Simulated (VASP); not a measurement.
Here is a VASP 6.6.1 calculation.

The input INCAR:

```
SYSTEM = SrTiO3
ALGO     = Normal         ! electronic algorithm
EDIFF    = 1E-7           ! SCF threshold, eV
ENCUT    = 520            ! plane-wave cutoff, eV
GGA      = PE             ! functional
ISIF     = 2              ! what is computed and relaxed
ISMEAR   = 0              ! smearing method
LASPH    = .TRUE.         ! aspherical terms in the spheres
LCHARG   = .FALSE.        ! write CHGCAR
LREAL    = .FALSE.        ! projectors in reciprocal space
LWAVE    = .FALSE.        ! write WAVECAR
NBANDS   = 51             ! bands
NELM     = 80             ! most SCF steps
PREC     = Accurate       ! precision mode
SIGMA    = 0.05           ! smearing width, eV
```

The input KPOINTS:

```
k-points
0
G
  8 8 8
  0 0 0
```

Contents of POSCAR:

```
SrTiO3
1.0
   -2.7777137596      2.7777137596      3.9464442078
    2.7777137596     -2.7777137596      3.9464442078
    2.7777137596      2.7777137596     -3.9464442078
Sr Ti O
2 2 6
Direct
    0.7500000000      0.2500000000      0.5000000000
    0.2500000000      0.7500000000      0.5000000000
    0.0000000000      0.0000000000      0.0000000000
    0.5000000000      0.5000000000      0.0000000000
    0.2500000000      0.2500000000      0.0000000000
    0.7500000000      0.7500000000      0.0000000000
    0.7028556945      0.2028556945      0.9563899212
    0.2281949606      0.2718050394      0.5000000000
    0.2718050394      0.7718050394      0.0436100788
    0.7718050394      0.7281949606      0.5000000000
```

Potentials or basis: VASP PAW PBE potentials, release 64 (Sr_sv, Ti_sv, O).

Run with:

```bash
$ cat potpaw_PBE.64/Sr_sv/POTCAR potpaw_PBE.64/Ti_sv/POTCAR potpaw_PBE.64/O/POTCAR > POTCAR
$ mpirun -np 1 vasp_std > vasp.out
```

Problem. What does it give for the band gap on the k mesh?

Solution. 1.90 eV.

Problem. Predict the largest force.

Solution. 1.038 eV/Å.

Forces in eV/Å, atoms in the order of the input:
```
Sr  -0.073 -0.073  0.022
Sr   0.017  0.017 -0.050
Ti   0.021 -0.022 -0.009
Ti  -0.022  0.021 -0.009
O    0.379 -0.376 -0.524
O   -0.376  0.379 -0.524
O    0.061  0.061  1.034
O   -0.010  0.009  0.076
O   -0.007 -0.007 -0.092
O    0.009 -0.010  0.076
```

Caveat: the cell differs from its parent crystal (atom 7 (O) moved -0.200 Å along Cartesian [0 0 1]); forces of over 1 eV/Å act on the atoms, so gaps and moduli don't describe the material at rest. A k mesh can miss the band edges.
